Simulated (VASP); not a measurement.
# Be2B3As2 (P-3m1) in VASP: single point with PBE

Aim: the single point of Be2B3As2 with PBE.

All numbers are computed with VASP 6.6.1; they aren't measurements. Logs are shortened: lines on timing, memory, paths and dates and some standing lists are left out, and cuts for length are marked.

## Step 1: The cell of the first run

Symmetry: P-3m1, No. 164, trigonal system. The conventional cell has a = 3.259 Å, b = 3.259 Å, c = 10.114 Å, α = 90.00°, β = 90.00°, γ = 120.00°. Within 2.5 Å of Be (site symmetry 3m) lie 1 B at 1.89 Å and 3 Be at 2.43 Å. Within 2.5 Å of B (site symmetry 3m) lie 1 Be at 1.89 Å and 3 As at 2.04 Å. B (site symmetry -3m) has 6 As at 2.48 Å and 12 B at 3.05 to 3.26 Å within 3.3 Å. Within 2.7 Å of As (site symmetry 3m) lie 6 B at 2.04 to 2.48 Å.

## Step 2: Single point, PBE

File POSCAR:

```
Be2B3As2
1.0
    3.2592573733      0.0000000000      0.0000000000
   -1.6296286866      2.8225996828      0.0000000000
    0.0000000000      0.0000000000     10.1138345716
Be B As
2 3 2
Direct
    0.3333333333      0.6666666667      0.5757350530
    0.6666666667      0.3333333333      0.4242649470
    0.3333333333      0.6666666667      0.7623601228
    0.6666666667      0.3333333333      0.2376398772
    0.0000000000      0.0000000000      0.0000000000
    0.3333333333      0.6666666667      0.1597620346
    0.6666666667      0.3333333333      0.8402379654
```

File INCAR.step1:

```
SYSTEM = Be2B3As2
  PREC = Accurate
  ENCUT = 520
  EDIFF = 1E-6
  ISMEAR = 0
  SIGMA = 0.1
  LREAL = .FALSE.
  LASPH = .TRUE.
  NELM = 60
  ALGO = Normal
  ISIF = 2
  LWAVE = .FALSE.
  LCHARG = .TRUE.
  GGA = PE
  NBANDS = 20
```

File KPOINTS.step1:

```
regular mesh
0
G
  12 12 4
  0 0 0
```

File INCAR.step2:

```
SYSTEM = Be2B3As2
  PREC = Accurate
  ENCUT = 520
  EDIFF = 1E-6
  ISMEAR = -5
  SIGMA = 0.1
  LREAL = .FALSE.
  LASPH = .TRUE.
  NELM = 60
  ALGO = Normal
  ISIF = 2
  LWAVE = .FALSE.
  LCHARG = .FALSE.
  GGA = PE
  LORBIT = 10
  NEDOS = 2001
  ICHARG = 11
```

File KPOINTS.step2:

```
regular mesh
0
G
  18 18 6
  0 0 0
```

Potentials or basis: VASP PAW PBE potentials, release 64 (Be, B, As).

Run with:

```
> cat potpaw_PBE.64/Be/POTCAR potpaw_PBE.64/B/POTCAR potpaw_PBE.64/As/POTCAR > POTCAR
> cp INCAR.step1 INCAR
> cp KPOINTS.step1 KPOINTS
> mpirun -np 1 vasp_std > vasp.out
> cp INCAR.step2 INCAR
> cp KPOINTS.step2 KPOINTS
> mpirun -np 1 vasp_std > vasp.out
```

OUTCAR:

```text
SYSTEM = Be2B3As2
   PREC = Accurate
   ENCUT = 520
   EDIFF = 1E-6
   ISMEAR = -5
   LREAL = .FALSE.
   LASPH = .TRUE.
   NELM = 60
   ISIF = 2
   GGA = PE
   LORBIT = 10
   ICHARG = 11

 ion  position               nearest neighbor table
   1  0.333  0.667  0.576-   3 1.89
   2  0.667  0.333  0.424-   4 1.89
   3  0.333  0.667  0.762-   1 1.89   7 2.04   7 2.04   7 2.04
   4  0.667  0.333  0.238-   2 1.89   6 2.04   6 2.04   6 2.04
   5  0.000  0.000  0.000-   6 2.48   7 2.48   7 2.48   6 2.48   7 2.48   6 2.48
   6  0.333  0.667  0.160-   4 2.04   4 2.04   4 2.04   5 2.48   5 2.48   5 2.48
   7  0.667  0.333  0.840-   3 2.04   3 2.04   3 2.04   5 2.48   5 2.48   5 2.48

  LATTYP: Found a hexagonal cell.
 ALAT       =     3.2592573733
 C/A-ratio  =     3.1031101301

  Lattice vectors:

 A1 = (   3.2592573733,   0.0000000000,   0.0000000000)
 A2 = (  -1.6296286866,   2.8225996828,   0.0000000000)
 A3 = (   0.0000000000,   0.0000000000,  10.1138345716)

Analysis of symmetry for initial positions (statically):
=====================================================================
 Subroutine PRICEL returns:
 Original cell was already a primitive cell.

 Routine SETGRP: Setting up the symmetry group for a
 hexagonal supercell.

 Subroutine GETGRP returns: Found 12 space group operations
 (whereof 12 operations were pure point group operations)
 out of a pool of 24 trial point group operations.

The static configuration has the point symmetry D_3d.

Analysis of symmetry for dynamics (positions and initial velocities):
=====================================================================
 Subroutine PRICEL returns:
 Original cell was already a primitive cell.

 Routine SETGRP: Setting up the symmetry group for a
 hexagonal supercell.

 Subroutine GETGRP returns: Found 12 space group operations
 (whereof 12 operations were pure point group operations)
 out of a pool of 24 trial point group operations.

The dynamic configuration has the point symmetry D_3d.

 Subroutine INISYM returns: Found 12 space group operations
 (whereof 12 operations are pure point group operations),
 and found     1 'primitive' translations

----------------------------------------------------------------------------------------

                                     Primitive cell

  volume of cell :      93.0430

  direct lattice vectors                    reciprocal lattice vectors
     3.259257373  0.000000000  0.000000000     0.306818359  0.177141662  0.000000000
    -1.629628687  2.822599683  0.000000000     0.000000000  0.354283325  0.000000000
     0.000000000  0.000000000 10.113834572     0.000000000  0.000000000  0.098874467

  length of vectors
     3.259257373  3.259257373 10.113834572     0.354283325  0.354283325  0.098874467

  position of ions in fractional coordinates (direct lattice)
     0.333333333  0.666666667  0.575735053
     0.666666667  0.333333333  0.424264947
     0.333333333  0.666666667  0.762360123
     0.666666667  0.333333333  0.237639877
     0.000000000  0.000000000  0.000000000
     0.333333333  0.666666667  0.159762035
     0.666666667  0.333333333  0.840237965

  ion indices of the primitive-cell ions
   primitive index   ion index
                 1           1
                 2           2
                 3           3
                 4           4
                 5           5
                 6           6
                 7           7

----------------------------------------------------------------------------------------

 KPOINTS: regular mesh

Automatic generation of k-mesh.
 Grid dimensions read from file:
 generate k-points for:   18   18    6

 Generating k-lattice:

  Cartesian coordinates                     Fractional coordinates (reciprocal lattice)
     0.017045464  0.009841203  0.000000000     0.055555556  0.000000000  0.000000000
     0.000000000  0.019682407  0.000000000     0.000000000  0.055555556  0.000000000
     0.000000000  0.000000000  0.016479078     0.000000000  0.000000000  0.166666667

  Length of vectors
     0.019682407  0.019682407  0.016479078

  Shift w.r.t. Gamma in fractional coordinates (k-lattice)
     0.000000000  0.000000000  0.000000000

 TETIRR: Found   2825 inequivalent tetrahedra from    11664

 Subroutine IBZKPT returns following result:
 ===========================================

 Found    202 irreducible k-points:

 Following reciprocal coordinates:
            Coordinates               Weight
  0.000000  0.000000  0.000000      1.000000
  0.055556 -0.000000  0.000000      6.000000
  0.111111 -0.000000  0.000000      6.000000
  0.166667  0.000000  0.000000      6.000000
  0.222222 -0.000000  0.000000      6.000000
  0.277778  0.000000  0.000000      6.000000
[... 16 lines left out ...]
  0.333333  0.111111  0.000000     12.000000
  0.388889  0.111111  0.000000     12.000000
 [... further k-points ...]
   k-points           NKPTS =    202   k-points in BZ     NKDIM =    202   number of bands    NBANDS=     15
   number of dos      NEDOS =   2001   number of ions     NIONS =      7
   total plane-waves  NPLWV =  46080
   dimension x,y,z NGX =    24 NGY =   24 NGZ =   80
   dimension x,y,z NGXF=    48 NGYF=   48 NGZF=  160
   ions per type =               2   3   2
   NGX,Y,Z   is equivalent  to a cutoff of  12.24, 12.24, 13.15 a.u.
   NGXF,Y,Z  is equivalent  to a cutoff of  24.48, 24.48, 26.30 a.u.
 SYSTEM =  Be2B3As2
   PREC   = accura    normal or accurate (medium, high low for compatibility)
   ISTART =      0    job   : 0-new  1-cont  2-samecut
   ICHARG =     11    charge: 1-file 2-atom 10-const
   ISPIN  =      1    spin polarized calculation?
   LNONCOLLINEAR =      F non collinear calculations
   LSORBIT =      F    spin-orbit coupling
   LASPH  =      T    aspherical Exc in radial PAW
   ENCUT  =  520.0 eV  38.22 Ry    6.18 a.u.   6.06  6.06 18.81*2*pi/ulx,y,z
   NELM   =     60;   NELMIN=  2; NELMDL=  0     # of ELM steps
   EDIFF  = 0.1E-05   stopping-criterion for ELM
   LREAL  =      F    real-space projection
[... 7 lines left out ...]
   TEBEG  =    0.0;   TEEND  =   0.0 temperature during run
   PSTRESS=    0.0 pullay stress
   NELECT =      23.0000    total number of electrons
   NUPDOWN=      -1.0000    fix difference up-down
   EMIN   =  10.00;   EMAX   =-10.00  energy-range for DOS
   EFERMI =   0.00;   METHOD = LEGACY
   ISMEAR =    -5;   SIGMA  =   0.10  broadening in eV -4-tet -1-fermi 0-gaus
   EFERMI_NEDOS =   21; number of points for ismear=-14 and -15
   IALGO  =     38    algorithm
   IMIX   =      4    mixing-type and parameters
     AMIX     =   0.40;   BMIX     =  1.00
     AMIX_MAG =   1.60;   BMIX_MAG =  1.00
  volume/ion in A,a.u.               =      13.29        89.70
  Fermi-wavevector in a.u.,A,eV,Ry     =   1.027439  1.941579 14.362739  1.055632
  Thomas-Fermi vector in A             =   2.161384
   LORBIT       =     10    0 simple, 1 ext, 2 COOP (PROOUT), +10 PAW based schemes
   GGA     = PE    functional components
   LHFCALC =     F    Hartree Fock is set to
   AEXX    =    0.0000 exact exchange contribution
   IVDW    =     0    specifies the selected vdW correction
   LEPSILON=     F    determine dielectric tensor
   LRPA    =     F    only Hartree local field effects (RPA)
 non-spin polarized calculation
 Fermi weights with tetrahedron method with Bloechl corrections
  energy-cutoff  :      520.00
  volume of cell :       93.04
 maximum number of plane-waves:      2547

 number of electron      22.9999997 magnetization

 Free energy of the ion-electron system (eV)
  ---------------------------------------------------
  ext. energy  EPLUGINS =         0.00000000
  ---------------------------------------------------
  free energy    TOTEN  =       -30.01147641 eV

  energy without entropy =      -30.01147641  energy(sigma->0) =      -30.01147641

 E-fermi :   4.3614     XC(G=0): -10.0550

 val. band max:        4.4010655893   @ k =  -0.1111   0.4444   0.1667
 cond. band min:       4.2915899218   @ k =   0.3333   0.3333   0.1667
 fundamental gap:     -0.1094756675
 Fermi energy:         4.3613783101

 k-point     1 :       0.0000    0.0000    0.0000
  band No.  band energies     occupation
      1     -10.5814      2.00000
      2      -9.8145      2.00000
      3      -4.3480      2.00000
      4      -1.6622      2.00000
      5      -1.0785      2.00000
      6       3.1908      2.00000
      7       4.0935      2.00000
      8       4.2015      2.00000
      9       4.2015      2.00000
     10       4.2597      2.00000
     11       4.2597      1.42106
     12       6.1000      0.00000
     13       6.1000      0.00000
     14       8.9297      0.00000
     15       8.9865      0.00000
[... 397 lines left out ...]
 k-point    24 :       0.3889    0.1111    0.0000
  band No.  band energies     occupation
      1      -7.5039      2.00000
      2      -7.0177      2.00000
      3      -4.3012      2.00000
      4      -3.5820      2.00000
      5      -1.2170      2.00000
      6      -0.2132      2.00000
      7       0.7764      2.00000
      8       0.8899      2.00000
      9       1.6020      2.00000
     10       2.0729      2.00000
     11       3.2368      2.00000
     12       3.7740      2.00176
     13       4.4220      0.37541
     14       5.7163      0.00000
     15       6.4564      0.00000

 [... further k-points ...]
[... 5 lines left out ...]
  --------------------------------------------------------------------------------------
  -------------------------------------------------------------------------------------
  Total        0.4891441      0.4891441     -0.0264690      0.0000000      0.0000000      0.0000000
  in kB        8.4229378      8.4229378     -0.4557887      0.0000000      0.0000000      0.0000000
  external PRESSURE =       5.4633623 kB  Pullay stress =       0.0000000 kB

 VOLUME and BASIS-vectors are now :
 -----------------------------------------------------------------------------
  energy-cutoff  :      520.00
  volume of cell :       93.04
      direct lattice vectors                 reciprocal lattice vectors
     3.259257373  0.000000000  0.000000000     0.306818359  0.177141662  0.000000000
    -1.629628687  2.822599683  0.000000000     0.000000000  0.354283325  0.000000000
     0.000000000  0.000000000 10.113834572     0.000000000  0.000000000  0.098874467

 POSITION                                       TOTAL-FORCE (eV/Angst)
 -----------------------------------------------------------------------------------
     -0.00000      1.88173      5.82289         0.000000      0.000000      0.013798
      1.62963      0.94087      4.29095         0.000000     -0.000000     -0.013798
     -0.00000      1.88173      7.71038         0.000000     -0.000000      0.013355
      1.62963      0.94087      2.40345        -0.000000      0.000000     -0.013355
      0.00000      0.00000      0.00000         0.000000      0.000000      0.000000
     -0.00000      1.88173      1.61581        -0.000000      0.000000     -0.016823
      1.62963      0.94087      8.49803         0.000000     -0.000000      0.016823
 -----------------------------------------------------------------------------------
    total drift:                                0.000000     -0.000000      0.000000

  FREE ENERGIE OF THE ION-ELECTRON SYSTEM (eV)
  ---------------------------------------------------
  free  energy   TOTEN  =       -30.0114764134 eV

  energy  without entropy=      -30.0114764134  energy(sigma->0) =      -30.01147641

 total charge

# of ion       s       p       d       tot
------------------------------------------
    1        0.436   0.448   0.000   0.884
    2        0.436   0.448   0.000   0.884
    3        0.726   1.139   0.000   1.864
    4        0.726   1.139   0.000   1.864
    5        0.823   0.666   0.000   1.489
    6        1.195   1.573   0.102   2.870
    7        1.195   1.573   0.102   2.870
--------------------------------------------------
tot          5.536   6.986   0.205  12.727
```

It took 3 min on 1 thread of Intel Xeon Platinum 8488C (Sapphire Rapids), shared host; peak memory 0.43 GiB.

Results:

```
Valence electrons inside the program's atomic spheres : Be 0.88; B 1.86, 1.49 (each value once); As 2.87
```

Caveat: an odd number of electrons without spin polarisation forces a metal; a magnetic or distorted state may lie lower.
